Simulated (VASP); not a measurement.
# Al2Cu (I4/mcm) in VASP: a series of runs

The runs below take Al2Cu through single point, with PBE.

All numbers are computed with VASP 6.6.1; they aren't measurements. Logs are shortened: lines on timing, memory, paths and dates and some standing lists are left out, and cuts for length are marked.

## (1) The cell of the first run

It takes space group I4/mcm (No. 140, tetragonal). Conventional cell: a = 6.186 Å, b = 6.186 Å, c = 4.973 Å, α = 90.00°, β = 90.00°, γ = 90.00°. Within 3.5 Å of Al (site symmetry m2m) lie 4 Cu at 2.64 Å and 11 Al at 2.78 to 3.29 Å. Within 3.3 Å of Cu (site symmetry 422) lie 2 Cu at 2.49 Å and 8 Al at 2.64 Å.

## (2) Single point, PBE (15.86 Å³/atom)

Contents of INCAR:

```
SYSTEM = Al2Cu
PREC     = Accurate       ! precision mode
ENCUT    = 520            ! plane-wave cutoff, eV
EDIFF    = 1E-7           ! SCF threshold, eV
ISMEAR   = -1             ! smearing method
SIGMA    = 0.05           ! smearing width, eV
LREAL    = .FALSE.        ! projectors in reciprocal space
LASPH    = .TRUE.         ! aspherical terms in the spheres
NELM     = 100            ! most SCF steps
ALGO     = Normal         ! electronic algorithm
ISIF     = 2              ! what is computed and relaxed
LWAVE    = .FALSE.        ! write WAVECAR
LCHARG   = .FALSE.        ! write CHGCAR
GGA      = PE             ! functional
NBANDS   = 26             ! bands
```

Contents of KPOINTS:

```
Automatic mesh
0
G
  12 12 12
  0 0 0
```

Contents of POSCAR:

```
Al2Cu
1.0
   -3.0929954968      3.0929954968      2.4863258675
    3.0929954968     -3.0929954968      2.4863258675
    3.0929954968      3.0929954968     -2.4863258675
Al Cu
4 2
Direct
    0.6587395575      0.1587395575      0.8174791151
    0.1587395575      0.3412604425      0.5000000000
    0.3412604425      0.8412604425      0.1825208849
    0.8412604425      0.6587395575      0.5000000000
    0.2500000000      0.2500000000      0.0000000000
    0.7500000000      0.7500000000      0.0000000000
```

Potentials or basis: VASP PAW PBE potentials, release 64 (Al, Cu).

Command:

```bash
$ cat potpaw_PBE.64/Al/POTCAR potpaw_PBE.64/Cu/POTCAR > POTCAR
$ mpirun -np 1 vasp_std > vasp.out
```

OUTCAR:

```text
SYSTEM = Al2Cu
   PREC = Accurate
   ENCUT = 520
   EDIFF = 1E-7
   ISMEAR = -1
   LREAL = .FALSE.
   LASPH = .TRUE.
   NELM = 100
   ISIF = 2
   GGA = PE

 ion  position               nearest neighbor table
   1  0.659  0.159  0.817-   5 2.64   6 2.64   5 2.64   6 2.64   3 2.78   3 2.95   3 2.95   2 3.17
                             4 3.17   4 3.17   2 3.17   2 3.29   4 3.29   4 3.29   2 3.29
   2  0.159  0.341  0.500-   6 2.64   5 2.64   5 2.64   6 2.64   4 2.78   4 2.95   4 2.95   1 3.17
                             3 3.17   1 3.17   3 3.17   1 3.29   3 3.29   3 3.29   1 3.29
   3  0.341  0.841  0.183-   5 2.64   6 2.64   5 2.64   6 2.64   1 2.78   1 2.95   1 2.95   4 3.17
                             2 3.17   2 3.17   4 3.17   4 3.29   2 3.29   4 3.29   2 3.29
   4  0.841  0.659  0.500-   5 2.64   6 2.64   6 2.64   5 2.64   2 2.78   2 2.95   2 2.95   1 3.17
                             3 3.17   1 3.17   3 3.17   1 3.29   3 3.29   1 3.29   3 3.29
   5  0.250  0.250  0.000-   6 2.49   6 2.49   1 2.64   3 2.64   1 2.64   3 2.64   2 2.64   4 2.64
                             4 2.64   2 2.64
   6  0.750  0.750  0.000-   5 2.49   5 2.49   1 2.64   3 2.64   1 2.64   3 2.64   4 2.64   4 2.64
                             2 2.64   2 2.64

  LATTYP: Found a body centered tetragonal cell.
 ALAT       =     6.1859909936
 C/A-ratio  =     0.8038569310

  Lattice vectors:

 A1 = (  -3.0929954968,   3.0929954968,   2.4863258675)
 A2 = (   3.0929954968,  -3.0929954968,   2.4863258675)
 A3 = (   3.0929954968,   3.0929954968,  -2.4863258675)

Analysis of symmetry for initial positions (statically):
=====================================================================
 Subroutine PRICEL returns:
 Original cell was already a primitive cell.

 Routine SETGRP: Setting up the symmetry group for a
 body centered tetragonal supercell.

 Subroutine GETGRP returns: Found 16 space group operations
 (whereof  8 operations were pure point group operations)
 out of a pool of 16 trial point group operations.

The static configuration has the point symmetry C_4h.
 The point group associated with its full space group is D_4h.

Analysis of symmetry for dynamics (positions and initial velocities):
=====================================================================
 Subroutine PRICEL returns:
 Original cell was already a primitive cell.

 Routine SETGRP: Setting up the symmetry group for a
 body centered tetragonal supercell.

 Subroutine GETGRP returns: Found 16 space group operations
 (whereof  8 operations were pure point group operations)
 out of a pool of 16 trial point group operations.

The dynamic configuration has the point symmetry C_4h.
 The point group associated with its full space group is D_4h.

 Subroutine INISYM returns: Found 16 space group operations
 (whereof  8 operations are pure point group operations),
 and found     1 'primitive' translations

----------------------------------------------------------------------------------------

                                     Primitive cell

  volume of cell :      95.1430

  direct lattice vectors                    reciprocal lattice vectors
    -3.092995497  3.092995497  2.486325868     0.000000000  0.161655586  0.201099947
     3.092995497 -3.092995497  2.486325868     0.161655586  0.000000000  0.201099947
     3.092995497  3.092995497 -2.486325868     0.161655586  0.161655586  0.000000000

  length of vectors
     5.031407219  5.031407219  5.031407219     0.258018831  0.258018831  0.228615522

  position of ions in fractional coordinates (direct lattice)
     0.658739557  0.158739557  0.817479115
     0.158739557  0.341260443  0.500000000
     0.341260443  0.841260443  0.182520885
     0.841260443  0.658739557  0.500000000
     0.250000000  0.250000000  0.000000000
     0.750000000  0.750000000  0.000000000

  ion indices of the primitive-cell ions
   primitive index   ion index
                 1           1
                 2           2
                 3           3
                 4           4
                 5           5
                 6           6

----------------------------------------------------------------------------------------

 KPOINTS: Automatic mesh

Automatic generation of k-mesh.
 Grid dimensions read from file:
 generate k-points for:   12   12   12

 Generating k-lattice:

  Cartesian coordinates                     Fractional coordinates (reciprocal lattice)
     0.000000000  0.013471299  0.016758329     0.083333333 -0.000000000  0.000000000
     0.013471299  0.000000000  0.016758329    -0.000000000  0.083333333  0.000000000
     0.013471299  0.013471299  0.000000000     0.000000000  0.000000000  0.083333333

  Length of vectors
     0.021501569  0.021501569  0.019051294

  Shift w.r.t. Gamma in fractional coordinates (k-lattice)
     0.000000000  0.000000000  0.000000000

 Subroutine IBZKPT returns following result:
 ===========================================

 Found    163 irreducible k-points:

 Following reciprocal coordinates:
            Coordinates               Weight
  0.000000  0.000000  0.000000      1.000000
  0.083333  0.000000 -0.000000      8.000000
  0.166667  0.000000  0.000000      8.000000
  0.250000  0.000000 -0.000000      8.000000
  0.333333 -0.000000  0.000000      8.000000
  0.416667  0.000000 -0.000000      8.000000
[... 16 lines left out ...]
  0.500000  0.166667 -0.000000     16.000000
 -0.416667  0.166667  0.000000     16.000000
 [... further k-points ...]
   k-points           NKPTS =    163   k-points in BZ     NKDIM =    163   number of bands    NBANDS=     26
   number of dos      NEDOS =    301   number of ions     NIONS =      6
   total plane-waves  NPLWV =  64000
   dimension x,y,z NGX =    40 NGY =   40 NGZ =   40
   dimension x,y,z NGXF=    80 NGYF=   80 NGZF=   80
   ions per type =               4   2
   NGX,Y,Z   is equivalent  to a cutoff of  13.22, 13.22, 13.22 a.u.
   NGXF,Y,Z  is equivalent  to a cutoff of  26.43, 26.43, 26.43 a.u.
 SYSTEM =  Al2Cu
   PREC   = accura    normal or accurate (medium, high low for compatibility)
   ISTART =      0    job   : 0-new  1-cont  2-samecut
   ICHARG =      2    charge: 1-file 2-atom 10-const
   ISPIN  =      1    spin polarized calculation?
   LNONCOLLINEAR =      F non collinear calculations
   LSORBIT =      F    spin-orbit coupling
   LASPH  =      T    aspherical Exc in radial PAW
   ENCUT  =  520.0 eV  38.22 Ry    6.18 a.u.   9.36  9.36  9.36*2*pi/ulx,y,z
   NELM   =    100;   NELMIN=  2; NELMDL= -5     # of ELM steps
   EDIFF  = 0.1E-06   stopping-criterion for ELM
   LREAL  =      F    real-space projection
   EDIFFG = 0.1E-05   stopping-criterion for IOM
   NSW    =      0    number of steps for IOM
   IBRION =     -1    ionic relax: 0-MD 1-quasi-New 2-CG
   NFREE  =      0    steps in history (QN), initial steepest desc. (CG)
   ISIF   =      2    stress and relaxation
   ISYM   =      2    0-nonsym 1-usesym 2-fastsym
   POTIM  = 0.5000    time-step for ionic-motion
   TEBEG  =    0.0;   TEEND  =   0.0 temperature during run
   PSTRESS=    0.0 pullay stress
   NELECT =      34.0000    total number of electrons
   NUPDOWN=      -1.0000    fix difference up-down
   EMIN   =  10.00;   EMAX   =-10.00  energy-range for DOS
   EFERMI =   0.00;   METHOD = LEGACY
   ISMEAR =    -1;   SIGMA  =   0.05  broadening in eV -4-tet -1-fermi 0-gaus
   EFERMI_NEDOS =   21; number of points for ismear=-14 and -15
   IALGO  =     38    algorithm
   IMIX   =      4    mixing-type and parameters
     AMIX     =   0.40;   BMIX     =  1.00
     AMIX_MAG =   1.60;   BMIX_MAG =  1.00
  volume/ion in A,a.u.               =      15.86       107.01
  Fermi-wavevector in a.u.,A,eV,Ry     =   1.161740  2.195370 18.362964  1.349640
  Thomas-Fermi vector in A             =   2.298309
   LORBIT       =      0    0 simple, 1 ext, 2 COOP (PROOUT), +10 PAW based schemes
   GGA     = PE    functional components
   LHFCALC =     F    Hartree Fock is set to
   AEXX    =    0.0000 exact exchange contribution
   IVDW    =     0    specifies the selected vdW correction
   LEPSILON=     F    determine dielectric tensor
   LRPA    =     F    only Hartree local field effects (RPA)
 non-spin polarized calculation
  energy-cutoff  :      520.00
  volume of cell :       95.14
 maximum number of plane-waves:      2610
 NGX is ok and might be reduce to    40
   NGX = 19   NGY = 19   NGZ = 19

 number of electron      34.0000022 magnetization

 Free energy of the ion-electron system (eV)
  ---------------------------------------------------
  ext. energy  EPLUGINS =         0.00000000
  ---------------------------------------------------
  free energy    TOTEN  =       -23.29426527 eV

  energy without entropy =      -23.27736796  energy(sigma->0) =      -23.28581661

 E-fermi :   7.2783     XC(G=0): -10.5988

 val. band max:        7.2686320263   @ k =  -0.3333   0.0833  -0.0000
 cond. band min:       7.2851863074   @ k =   0.2500   0.0833  -0.0000
 fundamental gap:      0.0165542811
 Fermi energy:         7.2782894444

 k-point     1 :       0.0000    0.0000    0.0000
  band No.  band energies     occupation
      1      -3.0073      2.00000
      2       2.2734      2.00000
      3       2.5083      2.00000
      4       2.5083      2.00000
      5       2.5440      2.00000
      6       3.3596      2.00000
[... 18 lines left out ...]
     25      12.3365      0.00000
     26      12.8431      0.00000

 k-point     2 :       0.0833    0.0000   -0.0000
  band No.  band energies     occupation
      1      -2.9376      2.00000
      2       2.2638      2.00000
      3       2.4904      2.00000
      4       2.5025      2.00000
      5       2.5571      2.00000
      6       3.3482      2.00000
[... 18 lines left out ...]
     25      12.4130      0.00000
[... 608 lines left out ...]
     25      13.2665      0.00000
     26      13.5977      0.00000

 k-point    24 :      -0.4167    0.1667    0.0000
  band No.  band energies     occupation
      1      -1.8470      2.00000
      2       1.1487      2.00000
      3       1.4847      2.00000
      4       2.4677      2.00000
      5       2.6504      2.00000
      6       3.0530      2.00000
[... 18 lines left out ...]
     25      12.8811      0.00000
     26      14.2094      0.00000

 [... further k-points ...]

------------------------ aborting loop because EDIFF is reached ----------------------------------------

  FORCE on cell =-STRESS in cart. coord.  units (eV):
  Direction    XX          YY          ZZ          XY          YZ          ZX
  --------------------------------------------------------------------------------------
  -------------------------------------------------------------------------------------
  Total       -3.1320682     -3.1320682     -2.9343785      0.0000000      0.0000000      0.0000000
  in kB      -52.7430425    -52.7430425    -49.4140108      0.0000000      0.0000000      0.0000000
  external PRESSURE =     -51.6333653 kB  Pullay stress =       0.0000000 kB

 VOLUME and BASIS-vectors are now :
 -----------------------------------------------------------------------------
  energy-cutoff  :      520.00
  volume of cell :       95.14
      direct lattice vectors                 reciprocal lattice vectors
    -3.092995497  3.092995497  2.486325868     0.000000000  0.161655586  0.201099947
     3.092995497 -3.092995497  2.486325868     0.161655586  0.000000000  0.201099947
     3.092995497  3.092995497 -2.486325868     0.161655586  0.161655586  0.000000000

 POSITION                                       TOTAL-FORCE (eV/Angst)
 -----------------------------------------------------------------------------------
      0.98196      4.07496     -0.00000        -0.001480     -0.001480     -0.000000
      2.11103      0.98196      0.00000         0.001480     -0.001480     -0.000000
      2.11103     -0.98196      2.48633         0.001480      0.001480      0.000000
      0.98196      2.11103      2.48633        -0.001480      0.001480      0.000000
      0.00000      0.00000      1.24316        -0.000000      0.000000     -0.000000
      0.00000      0.00000      3.72949         0.000000     -0.000000     -0.000000
 -----------------------------------------------------------------------------------
    total drift:                               -0.000000     -0.000000      0.000000

  FREE ENERGIE OF THE ION-ELECTRON SYSTEM (eV)
  ---------------------------------------------------
  free  energy   TOTEN  =       -23.2942652677 eV

  energy  without entropy=      -23.2773679583  energy(sigma->0) =      -23.28581661
```

Wall time 14 min (1 thread of Oxide Virtual Turin-like, shared host); peak memory 0.44 GiB.

What came out:

```yaml
Free_energy: -23.2943 eV
Pressure: -5.2 GPa
Band_gap_on_the_k_mesh: zero (bands 17 and 18 overlap by 4.19 eV)
```

Forces in eV/Å, atoms in the order of the input:
```
Al  -0.001 -0.001  0.000
Al   0.001 -0.001  0.000
Al   0.001  0.001  0.000
Al  -0.001  0.001  0.000
Cu   0.000  0.000  0.000
Cu   0.000  0.000  0.000
```

Stress tensor (GPa, compression positive):
```
-5.27  0.00  0.00
 0.00 -5.27  0.00
 0.00  0.00 -4.94
```

Levels at points of the mesh, in eV from the Fermi level:
| k point | band 15 | band 16 | band 17 | band 18 | band 19 | band 20 |
| --- | --- | --- | --- | --- | --- | --- |
| (0.00, 0.00, 0.00) | -1.19 | -1.05 | -1.05 | -0.76 | -0.54 | 0.17 |
| (0.50, 0.00, 0.00) | -2.47 | -2.47 | 0.23 | 0.23 | 3.85 | 3.85 |
| (0.50, 0.50, 0.00) | -1.30 | -1.16 | -1.08 | -0.65 | 0.71 | 1.12 |
| (0.50, 0.50, 0.50) | -3.03 | -1.74 | 2.50 | 2.97 | 2.97 | 3.20 |

Caveat: the cell stands under tension.

(Part 1 of 3 ends here.)

The gap in the log of VASP goes by the Fermi energy; the results here count the filled bands.